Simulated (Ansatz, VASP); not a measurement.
**Two plane-wave programs on GaP**

Contents of INCAR:

```
SYSTEM = GaP
ALGO = Normal
EDIFF = 1E-7
EDIFFG = -0.04
ENCUT = 600
GGA = PE
IBRION = 2
ISIF = 3
ISMEAR = 0
LASPH = .TRUE.
LCHARG = .FALSE.
LREAL = .FALSE.
LWAVE = .FALSE.
NELM = 80
NSW = 90
PREC = Accurate
SIGMA = 0.1
```

File KPOINTS:

```
k-points
0
G
  6 6 6
  0 0 0
```

POSCAR

```
GaP
1.0
    3.5197930000      0.0000000000      0.0000000000
    0.0000000000      3.5197930000      0.0000000000
    0.0000000000      0.0000000000      3.5197930000
Ga P
1 1
Direct
    0.5000000000      0.5000000000      0.5000000000
    0.0000000000      0.0000000000      0.0000000000
```

Input for Ansatz:

```yaml
crystal:
  lattice:
    - [3.519793, 0.0, 0.0]
    - [0.0, 3.519793, 0.0]
    - [0.0, 0.0, 3.519793]
  atoms:
    - { symbol: Ga, position: [0.5, 0.5, 0.5] }
    - { symbol: P, position: [0.0, 0.0, 0.0] }
basis:
  ecutwfc: 420
kpoints:
  mp_grid: { grid: [6, 6, 6] }
hamiltonian:
  xc: pbe
scf:
  occupations: { method: gaussian, width: 0.1 }
  lower_state_search: "off"
output:
  forces: true
  stress: true
  eigenvalues: true
relax:
  adjacent_minimum: "off"
  f_tol: 0.04
  max_steps: 70
  cell: { stress_tol: 0.4 }
```

Alike in both runs: task relaxation of cell and atoms; functional PBE; k mesh 6 × 6 × 6; occupations gaussian, width 0.1 eV; no spin polarisation.

|  | VASP | Ansatz |
| --- | --- | --- |
| version | VASP 6.6.1 | Ansatz 0.2.0 |
| potentials or method | VASP PAW PBE potentials, release 64 (Ga_d, P), cutoff 600 eV | scalar-relativistic, plane waves, PAW |
| valence electrons in the cell | 18 | 18 |

|  | VASP | Ansatz | Ansatz less VASP |
| --- | --- | --- | --- |
| gap on the k mesh at the Fermi level, each at its own relaxed structure (eV) | none | none | - |
| relaxed volume (Å³/atom) | 16.74 | 16.75 | +0.003 |
| relaxed length of the cell vector where the two differ most in proportion (Å) | 3.223 | 3.223 | +0.0002 |

A gap of «none» marks a metal or a gap that the smearing closes.

Noted on VASP's run: the volume moved by over 15 % at a fixed basis, so the end points are rough; too few bands were computed for a metal, which touches its energy and stress.
